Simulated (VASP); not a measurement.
A run of VASP 6.6.1:

The input INCAR:

```
PREC = Accurate
ENCUT = 520
EDIFF = 1E-8
ISMEAR = -1
SIGMA = 0.05
LREAL = F
LASPH = T
NELM = 60
ALGO = Fast
ISIF = 2
LWAVE = F
LCHARG = T
GGA = PE
NBANDS = 21
IBRION = 8
NSW = 1
```

File KPOINTS:

```
Automatic mesh
0
Gamma
  6 6 6
```

File POSCAR:

```
Pb
1.0
    0.0000000000      3.4390000555      3.4390000555
    3.4390000555      0.0000000000      3.4390000555
    3.4390000555      3.4390000555      0.0000000000
Pb
2
Direct
    0.2500000000      0.2500000000      0.2500000000
    0.0000000000      0.0000000000      0.0000000000
```

Potentials or basis: VASP PAW PBE potentials, release 64 (Pb_d).

Run with:

```sh
$ cat potpaw_PBE.64/Pb_d/POTCAR > POTCAR
$ mpirun -np 1 vasp_std > vasp.out
```

Hardware: 1 thread of Intel(R) Xeon(R) 6975P-C (Granite Rapids) (shared host).

**Question.** How long does it take, and how much memory?

**Answer.** Wall time 61 s on 1 thread of Intel(R) Xeon(R) 6975P-C (Granite Rapids), on a shared host, peak memory 0.32 GiB. Counts: scf iterations 31, k points 16.
